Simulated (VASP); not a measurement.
Input of a VASP 6.6.1 run:

The input INCAR:

```
PREC     = Accurate       # precision mode
ENCUT    = 500            # plane-wave cutoff, eV
EDIFF    = 1E-6           # SCF threshold, eV
ISMEAR   = 0              # smearing method
SIGMA    = 0.02           # smearing width, eV
LREAL    = False          # projectors in reciprocal space
LASPH    = True           # aspherical terms in the spheres
NELM     = 120            # most SCF steps
ALGO     = Normal         # electronic algorithm
ISIF     = 2              # what is computed and relaxed
LWAVE    = False          # write WAVECAR
LCHARG   = False          # write CHGCAR
GGA      = PE             # functional
NBANDS   = 11             # bands
GGA_COMPAT= False
```

The input KPOINTS:

```
regular mesh
0
Gamma
  8 8 8
```

POSCAR

```
AlAs
1.0
    0.0000000000      2.8638066092      2.8638066092
    2.8638066092      0.0000000000      2.8638066092
    2.8638066092      2.8638066092      0.0000000000
Al As
1 1
Direct
    0.0000000000      0.0000000000      0.0000000000
    0.2500000000      0.2500000000      0.2500000000
```

Potentials or basis: VASP PAW PBE potentials, release 64 (Al, As).

Run with:

```console
$ cat potpaw_PBE.64/Al/POTCAR potpaw_PBE.64/As/POTCAR > POTCAR
$ mpirun -np 1 vasp_std > vasp.out
```

(1) What does it give for the band gap on the k mesh?

(2) Estimate the pressure.

Answers

(1) 1.49 eV (least direct gap 1.78 eV).

(2) 0.2 GPa.
